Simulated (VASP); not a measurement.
Gd2ZrN3: single point with PBE

Gd2ZrN3:

```
CELL_PARAMETERS angstrom
3.40210 0.00000 0.00000
-1.70105 2.94631 0.00000
0.00000 0.00000 16.90974
ATOMIC_POSITIONS crystal
Gd 0.66667 0.33333 0.33533
Gd 0.66667 0.33333 0.83533
Gd 0.33333 0.66667 0.16467
Gd 0.33333 0.66667 0.66467
Zr 0.00000 0.00000 0.00000
Zr 0.00000 0.00000 0.50000
N 0.33333 0.66667 0.42656
N 0.33333 0.66667 0.92656
N 0.66667 0.33333 0.07344
N 0.66667 0.33333 0.57344
N 0.00000 0.00000 0.25000
N 0.00000 0.00000 0.75000
```

* Program: VASP 6.6.1
* Task: single point
* Functional: PBE
* Potentials or basis: VASP PAW PBE potentials, release 64 (Gd, Zr_sv, N)
* Cutoff: 520 eV
* k mesh: 6 × 6 × 2
* Occupations: gaussian, width 0.2 eV
* Spin: collinear spin, ferromagnetic start
* Starting moments: [7.5, 7.5, 7.5, 7.5, 0.0, 0.0, 0.0, 0.0, 0.0, 0.0, 0.0, 0.0] μB

```json
{
  "Pressure": "0.1 GPa",
  "Largest force": "0.027 eV/Å",
  "Net moment": "27.76 μB per cell",
  "Site moments": "Gd +6.77; Zr -0.05; N -0.02, -0.07 (each value once) μB",
  "Valence electrons inside the program's atomic spheres": "Gd 15.29; Zr 9.70; N 3.66, 3.67 (each value once)"
}
```

Forces on the atoms (eV/Å):
```
Gd   0.000  0.000 -0.009
Gd   0.000  0.000 -0.009
Gd   0.000  0.000  0.009
Gd   0.000  0.000  0.009
Zr   0.000  0.000  0.000
Zr   0.000  0.000  0.000
N    0.000  0.000  0.027
N    0.000  0.000  0.027
N    0.000  0.000 -0.027
N    0.000  0.000 -0.027
N    0.000  0.000  0.000
N    0.000  0.000  0.000
```

Stress tensor (GPa, compression positive):
```
 0.18  0.00  0.00
 0.00  0.18  0.00
 0.00  0.00 -0.02
```

Levels at points of the mesh, in eV from the Fermi level:
Spin up:
| k point | band 74 | band 75 | band 76 | band 77 | band 78 | band 79 |
| --- | --- | --- | --- | --- | --- | --- |
| (0.00, 0.00, 0.00) | -1.17 | -1.08 | -1.08 | 0.85 | 0.85 | 0.92 |
| (0.50, 0.00, 0.00) | -1.96 | -1.86 | -1.55 | -1.52 | -0.34 | -0.14 |
| (0.00, 0.00, 0.50) | -1.39 | -1.39 | -1.39 | 0.97 | 0.97 | 1.01 |
| (0.50, 0.00, 0.50) | -2.33 | -1.69 | -1.69 | -1.05 | -1.05 | 0.80 |
Spin down:
```
           k point  band 45  band 46  band 47  band 48  band 49  band 50  band 51  band 52
(0.00, 0.00, 0.00)    -2.37    -1.91    -1.89    -1.89     0.52     0.70     0.83     0.83
(0.50, 0.00, 0.00)    -2.46    -2.36    -2.01    -1.99    -1.50    -0.69     0.07     0.85
(0.00, 0.00, 0.50)    -2.06    -2.06    -2.06    -2.06     0.59     0.59     0.83     0.83
(0.50, 0.00, 0.50)    -2.36    -2.36    -2.14    -2.14    -1.11    -1.11     0.54     0.54
```

Run time: 100 min on 1 thread of Oxide Virtual Turin-like Processor, with other jobs on the host, peak memory 0.54 GiB.

Caveat: the highest band is partly filled, so the run has too few bands; spin-orbit coupling is left out, which moves the levels of the heavy elements; semilocal functionals describe open f shells poorly, which spoils levels, moments and volumes. The state reached can hang on the start; a lower one may exist.
